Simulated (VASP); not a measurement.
Write the native input for VASP 6.6.1 that does the following.

- Task: single point
- Functional: PBEsol
- Potentials or basis: VASP PAW PBE potentials, release 64 (K_sv)
- Cutoff: 520 eV
- k mesh: 7 × 7 × 7
- Occupations: fermi-dirac, width 0.05 eV
- Spin: no spin polarisation
- Dipole correction: no
- Further INCAR settings: ALGO = Normal; EDIFF = 1e-06; NBANDS = 10

The structure of K lies in POSCAR:

```
K
1.0
   -2.1944277644      2.1944277644      2.1944277644
    2.1944277644     -2.1944277644      2.1944277644
    2.1944277644      2.1944277644     -2.1944277644
K
1
Direct
    0.0000000000      0.0000000000      0.0000000000
```

These files were run (other wordings do the same):

INCAR

```
SYSTEM = K
PREC = Accurate
ENCUT = 520
EDIFF = 1E-6
ISMEAR = -1
SIGMA = 0.05
LREAL = .FALSE.
LASPH = .TRUE.
NELM = 60
ALGO = Normal
ISIF = 2
LWAVE = .FALSE.
LCHARG = .FALSE.
GGA = PS
NBANDS = 10
```

KPOINTS

```
Automatic mesh
0
G
  7 7 7
  0 0 0
```

Potentials or basis: VASP PAW PBE potentials, release 64 (K_sv).

Run with:

```sh
$ cat potpaw_PBE.64/K_sv/POTCAR > POTCAR
$ mpirun -np 1 vasp_std > vasp.out
```

It gave:

```
Pressure : 5.0 GPa
```

Caveat: the PAW data sets were made with another functional, which shifts forces and pressure a little.

It took 4.8 s on 1 thread of Intel(R) Xeon(R) 6975P-C (Granite Rapids), on a shared host, peak memory 0.15 GiB.
